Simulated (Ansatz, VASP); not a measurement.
Given: the input of a run of VASP 6.6.1 on I.

The input POSCAR:

```
I
1.0
    0.0000000000      2.3656004428      3.9098401324
    2.1922454667      0.0000000000      3.9098401324
    2.1922454667      2.3656004428      0.0000000000
I
1
Direct
    0.0000000000      0.0000000000      0.0000000000
```

Contents of INCAR.step1:

```
ALGO = Normal
EDIFF = 1E-4
ENCUT = 520
GGA = PE
ISMEAR = -1
LASPH = True
LCHARG = False
LREAL = False
LWAVE = True
NBANDS = 10
NELM = 80
PREC = Accurate
SIGMA = 0.05
```

File INCAR.step2:

```
ALGO = Normal
EDIFF = 1E-6
ENCUT = 520
ISIF = 2
ISMEAR = -1
ISTART = 1
IVDW = 12
LASPH = True
LCHARG = False
LMIXTAU = True
LREAL = False
LWAVE = False
METAGGA = R2SCAN
NBANDS = 10
NELM = 80
PREC = Accurate
SIGMA = 0.05
VDW_A1 = 0.49484001
VDW_A2 = 5.73083694
VDW_S6 = 1.0
VDW_S8 = 0.78981345
```

File KPOINTS:

```
k-points
0
Gamma
  9 9 9
```

Potentials or basis: VASP PAW PBE potentials, release 64 (I).

Run with:

```console
$ cat potpaw_PBE.64/I/POTCAR > POTCAR
$ cp INCAR.step1 INCAR
$ mpirun -np 1 vasp_std > vasp.out
$ cp INCAR.step2 INCAR
$ mpirun -np 1 vasp_std > vasp.out
```

**Question.** Set up the same calculation for Ansatz 0.2.0. Potentials there: Ansatz PAW.

**Answer.** As run (the cutoff follows the program's own potentials):

The input input.yaml:

```yaml
crystal:
  lattice:
    - [0.0, 2.3656004428, 3.9098401324]
    - [2.1922454667, 0.0, 3.9098401324]
    - [2.1922454667, 2.3656004428, 0.0]
  atoms:
    - { symbol: I, position: [0.0, 0.0, 0.0] }
hamiltonian:
  xc: r2scan
  pseudopotentials: { kind: paw }
  dispersion: d3bj
kpoints:
  mp_grid: { grid: [9, 9, 9] }
scf:
  occupations: { method: fermi_dirac, width: 0.05 }
output:
  forces: true
  stress: true
  eigenvalues: true
```

Potentials or basis: Ansatz PAW.

Launch:

```sh
$ ansatz run input.yaml --threads 2 --pin off --max-ram 5120MiB --backend cpu --events-out ev --progress --plain --runs-dir out
```

Both were run:

|  | VASP | Ansatz | Ansatz less VASP |
| --- | --- | --- | --- |
| gap on the k mesh at the Fermi level (eV) | none | none | - |
| pressure (GPa) | -0.6 | -0.6 | +0.04 |
| traceless stress, the component that is largest in VASP (GPa) | 0.06 | 0.03 | -0.032 |

VASP's potentials were made for PBE, not for r2SCAN. A gap of «none» marks a metal or a gap that the smearing closes. VASP's potentials hold 7 valence electrons a cell and Ansatz's 17, so a difference there can come from the potentials and not from the codes.

Neither program's run includes spin-orbit coupling.
